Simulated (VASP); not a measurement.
# ZrS2 (P-3m1) in VASP: single point with PBE0

Aim: the single point of ZrS2 with PBE0.

All numbers are computed with VASP 6.6.1; they aren't measurements. Logs are shortened: lines on timing, memory, paths and dates and some standing lists are left out, and cuts for length are marked.

## 1. The cell of the first run

The structure is trigonal, space group P-3m1 (No. 164). Conventional cell: a = 3.635 Å, b = 3.635 Å, c = 5.721 Å, α = 90.00°, β = 90.00°, γ = 120.00°. Zr (site symmetry -3m) has 6 S at 2.56 Å within 3.4 Å. Within 3.7 Å of S (site symmetry 3m) lie 3 Zr at 2.56 Å and 12 S at 3.50 to 3.63 Å.

## 2. Single point, PBE0

POSCAR

```
ZrS2
1.0
    3.6346710743      0.0000000000      0.0000000000
   -1.8173355371      3.1477174847      0.0000000000
    0.0000000000      0.0000000000      5.7209341488
Zr S
1 2
Direct
    0.0000000000      0.0000000000      0.0000000000
    0.6666666667      0.3333333333      0.7446994447
    0.3333333333      0.6666666667      0.2553005553
```

INCAR.step1

```
SYSTEM = ZrS2
  PREC = Accurate
  ENCUT = 400
  EDIFF = 1E-5
  ISMEAR = 0
  SIGMA = 0.02
  LREAL = .FALSE.
  LASPH = .TRUE.
  NELM = 120
  ALGO = Normal
  ISIF = 2
  LWAVE = .TRUE.
  GGA = PE
  NBANDS = 19
  GGA_COMPAT = .FALSE.
```

INCAR.step2

```
SYSTEM = ZrS2
  PREC = Accurate
  ENCUT = 400
  EDIFF = 1E-6
  ISMEAR = 0
  SIGMA = 0.02
  LREAL = .FALSE.
  LASPH = .TRUE.
  NELM = 120
  ALGO = Normal
  ISIF = 2
  LWAVE = .FALSE.
  LCHARG = .TRUE.
  GGA = PE
  LHFCALC = .TRUE.
  AEXX = 0.25
  PRECFOCK = Normal
  LELF = .TRUE.
  LVHAR = .TRUE.
  ISTART = 1
  NBANDS = 19
  GGA_COMPAT = .FALSE.
```

KPOINTS

```
regular mesh
0
G
  6 6 4
  0 0 0
```

Potentials or basis: VASP PAW PBE potentials, release 64 (Zr_sv, S).

The run is started by

```sh
$ cat potpaw_PBE.64/Zr_sv/POTCAR potpaw_PBE.64/S/POTCAR > POTCAR
$ cp INCAR.step1 INCAR
$ mpirun -np 1 vasp_std > vasp.out
$ cp INCAR.step2 INCAR
$ mpirun -np 1 vasp_std > vasp.out
```

OUTCAR:

```text
SYSTEM = ZrS2
   PREC = Accurate
   ENCUT = 400
   EDIFF = 1E-6
   ISMEAR = 0
   LREAL = .FALSE.
   LASPH = .TRUE.
   NELM = 120
   ISIF = 2
   GGA = PE
   LHFCALC = .TRUE.
   AEXX = 0.25
   PRECFOCK = Normal
   ISTART = 1

 ion  position               nearest neighbor table
   1  0.000  0.000  0.000-   2 2.56   3 2.56   3 2.56   2 2.56   2 2.56   3 2.56
   2  0.667  0.333  0.745-   1 2.56   1 2.56   1 2.56
   3  0.333  0.667  0.255-   1 2.56   1 2.56   1 2.56

  LATTYP: Found a hexagonal cell.
 ALAT       =     3.6346710743
 C/A-ratio  =     1.5739895115

  Lattice vectors:

 A1 = (   3.6346710743,   0.0000000000,   0.0000000000)
 A2 = (  -1.8173355371,   3.1477174847,   0.0000000000)
 A3 = (   0.0000000000,   0.0000000000,   5.7209341488)

Analysis of symmetry for initial positions (statically):
=====================================================================
 Subroutine PRICEL returns:
 Original cell was already a primitive cell.

 Routine SETGRP: Setting up the symmetry group for a
 hexagonal supercell.

 Subroutine GETGRP returns: Found 12 space group operations
 (whereof 12 operations were pure point group operations)
 out of a pool of 24 trial point group operations.

The static configuration has the point symmetry D_3d.

Analysis of symmetry for dynamics (positions and initial velocities):
=====================================================================
 Subroutine PRICEL returns:
 Original cell was already a primitive cell.

 Routine SETGRP: Setting up the symmetry group for a
 hexagonal supercell.

 Subroutine GETGRP returns: Found 12 space group operations
 (whereof 12 operations were pure point group operations)
 out of a pool of 24 trial point group operations.

The dynamic configuration has the point symmetry D_3d.

 Subroutine INISYM returns: Found 12 space group operations
 (whereof 12 operations are pure point group operations),
 and found     1 'primitive' translations

----------------------------------------------------------------------------------------

                                     Primitive cell

  volume of cell :      65.4527

  direct lattice vectors                    reciprocal lattice vectors
     3.634671074  0.000000000  0.000000000     0.275128060  0.158845259  0.000000000
    -1.817335537  3.147717485  0.000000000     0.000000000  0.317690519  0.000000000
     0.000000000  0.000000000  5.720934149     0.000000000  0.000000000  0.174796628

  length of vectors
     3.634671074  3.634671074  5.720934149     0.317690519  0.317690519  0.174796628

  position of ions in fractional coordinates (direct lattice)
     0.000000000  0.000000000  0.000000000
     0.666666667  0.333333333  0.744699445
     0.333333333  0.666666667  0.255300555

  ion indices of the primitive-cell ions
   primitive index   ion index
                 1           1
                 2           2
                 3           3

----------------------------------------------------------------------------------------

 KPOINTS: regular mesh

Automatic generation of k-mesh.
 Grid dimensions read from file:
 generate k-points for:    6    6    4

 Generating k-lattice:

  Cartesian coordinates                     Fractional coordinates (reciprocal lattice)
     0.045854677  0.026474210  0.000000000     0.166666667  0.000000000  0.000000000
     0.000000000  0.052948420  0.000000000     0.000000000  0.166666667  0.000000000
     0.000000000  0.000000000  0.043699157     0.000000000  0.000000000  0.250000000

  Length of vectors
     0.052948420  0.052948420  0.043699157

  Shift w.r.t. Gamma in fractional coordinates (k-lattice)
     0.000000000  0.000000000  0.000000000

 Subroutine IBZKPT returns following result:
 ===========================================

 Found     24 irreducible k-points:

 Following reciprocal coordinates:
            Coordinates               Weight
  0.000000  0.000000  0.000000      1.000000
  0.166667  0.000000  0.000000      6.000000
  0.333333  0.000000  0.000000      6.000000
  0.500000  0.000000  0.000000      3.000000
  0.166667  0.166667  0.000000      6.000000
  0.333333  0.166667  0.000000     12.000000
[... 16 lines left out ...]
  0.333333  0.166667  0.500000     12.000000
  0.333333  0.333333  0.500000      2.000000
   k-points           NKPTS =     24   k-points in BZ     NKDIM =    144   number of bands    NBANDS=     19
   number of dos      NEDOS =    301   number of ions     NIONS =      3
   total plane-waves  NPLWV =  23040
   dimension x,y,z NGX =    24 NGY =   24 NGZ =   40
   dimension x,y,z NGXF=    48 NGYF=   48 NGZF=   80
   ions per type =               1   2
   NGX,Y,Z   is equivalent  to a cutoff of  10.98, 10.98, 11.62 a.u.
   NGXF,Y,Z  is equivalent  to a cutoff of  21.95, 21.95, 23.25 a.u.
 SYSTEM =  ZrS2
   PREC   = accura    normal or accurate (medium, high low for compatibility)
   ISTART =      1    job   : 0-new  1-cont  2-samecut
   ICHARG =      0    charge: 1-file 2-atom 10-const
   ISPIN  =      1    spin polarized calculation?
   LNONCOLLINEAR =      F non collinear calculations
   LSORBIT =      F    spin-orbit coupling
   LASPH  =      T    aspherical Exc in radial PAW
   ENCUT  =  400.0 eV  29.40 Ry    5.42 a.u.   5.93  5.93  9.33*2*pi/ulx,y,z
   NELM   =    120;   NELMIN=  2; NELMDL=  0     # of ELM steps
   EDIFF  = 0.1E-05   stopping-criterion for ELM
   LREAL  =      F    real-space projection
   EDIFFG = 0.1E-04   stopping-criterion for IOM
   NSW    =      0    number of steps for IOM
   IBRION =     -1    ionic relax: 0-MD 1-quasi-New 2-CG
   NFREE  =      0    steps in history (QN), initial steepest desc. (CG)
   ISIF   =      2    stress and relaxation
   ISYM   =      3    0-nonsym 1-usesym 2-fastsym
   POTIM  = 0.5000    time-step for ionic-motion
   TEBEG  =    0.0;   TEEND  =   0.0 temperature during run
   PSTRESS=    0.0 pullay stress
   NELECT =      24.0000    total number of electrons
   NUPDOWN=      -1.0000    fix difference up-down
   EMIN   =  10.00;   EMAX   =-10.00  energy-range for DOS
   EFERMI =   0.00;   METHOD = LEGACY
   ISMEAR =     0;   SIGMA  =   0.02  broadening in eV -4-tet -1-fermi 0-gaus
   EFERMI_NEDOS =   21; number of points for ismear=-14 and -15
   IALGO  =     38    algorithm
   IMIX   =      1    mixing-type and parameters
     AMIX     =   0.40;   BMIX     =  1.00
     AMIX_MAG =   1.60;   BMIX_MAG =  1.00
  volume/ion in A,a.u.               =      21.82       147.23
  Fermi-wavevector in a.u.,A,eV,Ry     =   1.171753  2.214292 18.680860  1.373004
  Thomas-Fermi vector in A             =   2.308192
   LORBIT       =      0    0 simple, 1 ext, 2 COOP (PROOUT), +10 PAW based schemes
   GGA     = PE    functional components
   LHFCALC =     T    Hartree Fock is set to
   PRECFOCK=normal    Normal, Fast or Accurate (Low or Medium for compatibility)
   ENCUT4O =  -1.0   cutoff for four orbital integrals eV
   NKREDX  =     1    reduce k-point grid by
   NKREDY  =     1    reduce k-point grid by
   NKREDZ  =     1    reduce k-point grid by
   AEXX    =    0.2500 exact exchange contribution
   HFSCREEN=    0.0000 screening length (either q_TF or 0.3 A-1)
   HFSCREENC=   0.0000 screening length for correlation (either q_TF or 0.3 A-1)
   ENCUTFOCK=  -1.0 apply spherical cutoff to Coloumb kernel
   IVDW    =     0    specifies the selected vdW correction
   LEPSILON=     F    determine dielectric tensor
   LRPA    =     F    only Hartree local field effects (RPA)
 non-spin polarized calculation
 Gauss-broadening in eV      SIGMA  =   0.02
  energy-cutoff  :      400.00
  volume of cell :       65.45
 maximum number of plane-waves:      1204
  NGX = 18; NGY = 18; NGZ = 28

 number of electron      24.0000006 magnetization

 Free energy of the ion-electron system (eV)
  ---------------------------------------------------
  ext. energy  EPLUGINS =         0.00000000
  ---------------------------------------------------
  free energy    TOTEN  =       -27.47467344 eV

  energy without entropy =      -27.47467344  energy(sigma->0) =      -27.47467344

 E-fermi :   4.6540     XC(G=0):  -7.7635

 val. band max:        4.4366288911   @ k =   0.0000   0.0000   0.0000
 cond. band min:       6.5475936139   @ k =   0.5000   0.0000   0.5000
 fundamental gap:      2.1109647228
 Fermi energy:         4.6539597983

 k-point     1 :       0.0000    0.0000    0.0000
  band No.  band energies     occupation
      1     -48.2226      2.00000
      2     -24.9004      2.00000
      3     -24.7054      2.00000
      4     -24.7054      2.00000
      5     -10.0684      2.00000
      6      -8.2442      2.00000
[... 11 lines left out ...]
     18      11.5658      0.00000
     19      11.9923      0.00000

 k-point     2 :       0.1667    0.0000    0.0000
  band No.  band energies     occupation
      1     -48.2164      2.00000
      2     -24.8823      2.00000
      3     -24.7922      2.00000
      4     -24.7242      2.00000
      5      -9.7475      2.00000
      6      -8.3311      2.00000
[... 11 lines left out ...]
     18      13.0248      0.00000
     19      13.5480      0.00000

 k-point     3 :       0.3333    0.0000    0.0000
  band No.  band energies     occupation
      1     -48.2041      2.00000
      2     -24.9622      2.00000
      3     -24.8444      2.00000
      4     -24.7612      2.00000
      5      -9.0651      2.00000
      6      -8.4631      2.00000
[... 11 lines left out ...]
     18      13.6921      0.00000
     19      14.3650      0.00000

 k-point     4 :       0.5000    0.0000    0.0000
  band No.  band energies     occupation
      1     -48.1979      2.00000
      2     -25.0446      2.00000
      3     -24.8257      2.00000
      4     -24.7795      2.00000
      5      -8.8233      2.00000
      6      -8.3643      2.00000
[... 407 lines left out ...]
     18      14.4840      0.00000
     19      14.5820      0.00000

 k-point    23 :       0.3333    0.1667    0.5000
  band No.  band energies     occupation
      1     -48.1979      2.00000
      2     -25.0000      2.00000
      3     -24.8301      2.00000
      4     -24.8217      2.00000
      5      -8.8143      2.00000
      6      -8.3605      2.00000
[... 11 lines left out ...]
     18      13.1087      0.00000
     19      14.2484      0.00000

 k-point    24 :       0.3333    0.3333    0.5000
  band No.  band energies     occupation
      1     -48.1948      2.00000
      2     -24.9384      2.00000
      3     -24.9384      2.00000
      4     -24.8179      2.00000
      5      -8.5078      2.00000
      6      -8.5078      2.00000
[... 11 lines left out ...]
     18      14.2610      0.00000
     19      14.8738      0.00000

------------------------ aborting loop because EDIFF is reached ----------------------------------------

  FORCE on cell =-STRESS in cart. coord.  units (eV):
  Direction    XX          YY          ZZ          XY          YZ          ZX
  --------------------------------------------------------------------------------------
  -------------------------------------------------------------------------------------
  Total        0.6635415      0.6635415      0.4641279      0.0000000      0.0000000     -0.0000000
  in kB       16.2424249     16.2424249     11.3611012      0.0000000      0.0000000     -0.0000000
  external PRESSURE =      14.6153170 kB  Pullay stress =       0.0000000 kB

 VOLUME and BASIS-vectors are now :
 -----------------------------------------------------------------------------
  energy-cutoff  :      400.00
  volume of cell :       65.45
      direct lattice vectors                 reciprocal lattice vectors
     3.634671074  0.000000000  0.000000000     0.275128060  0.158845259  0.000000000
    -1.817335537  3.147717485  0.000000000     0.000000000  0.317690519  0.000000000
     0.000000000  0.000000000  5.720934149     0.000000000  0.000000000  0.174796628

 POSITION                                       TOTAL-FORCE (eV/Angst)
 -----------------------------------------------------------------------------------
      0.00000      0.00000      0.00000        -0.000000      0.000000      0.000000
      1.81734      1.04924      4.26038         0.000000     -0.000000      0.257902
     -0.00000      2.09848      1.46056        -0.000000      0.000000     -0.257902
 -----------------------------------------------------------------------------------
    total drift:                                0.000000     -0.000000      0.000000

  FREE ENERGIE OF THE ION-ELECTRON SYSTEM (eV)
  ---------------------------------------------------
  free  energy   TOTEN  =       -27.4746734383 eV

  energy  without entropy=      -27.4746734383  energy(sigma->0) =      -27.47467344
```

It took 58 min on 1 thread of Intel Xeon Platinum 8259CL at 2.50GHz (Skylake/Cascade Lake), shared host; peak memory 0.18 GiB.

Results:

- Free energy: -27.4747 eV
- Pressure: 1.5 GPa
- Largest force: 0.258 eV/Å
- Band gap on the k mesh: 2.11 eV (least direct gap 2.98 eV)

Forces in eV/Å, atoms in the order of the input:
```
Zr   0.000  0.000  0.000
S    0.000  0.000  0.258
S    0.000  0.000 -0.258
```

Levels at points of the mesh, in eV from the valence-band top:
| k point | band 9 | band 10 | band 11 | band 12 | band 13 | band 14 | band 15 | band 16 |
| --- | --- | --- | --- | --- | --- | --- | --- | --- |
| (0.00, 0.00, 0.00) | -3.36 | -0.26 | -0.26 | 0.00 | 2.98 | 2.98 | 3.78 | 6.32 |
| (0.50, 0.00, 0.00) | -3.06 | -3.01 | -2.48 | -1.68 | 2.30 | 4.99 | 5.36 | 7.49 |
| (0.00, 0.00, 0.50) | -3.30 | -2.40 | -0.49 | -0.49 | 2.92 | 2.92 | 4.20 | 6.91 |
| (0.50, 0.00, 0.50) | -3.26 | -2.84 | -1.26 | -1.00 | 2.11 | 4.96 | 5.36 | 6.75 |

Caveat: the PAW data sets were made with another functional, which shifts forces and pressure a little. A k mesh can miss the band edges.
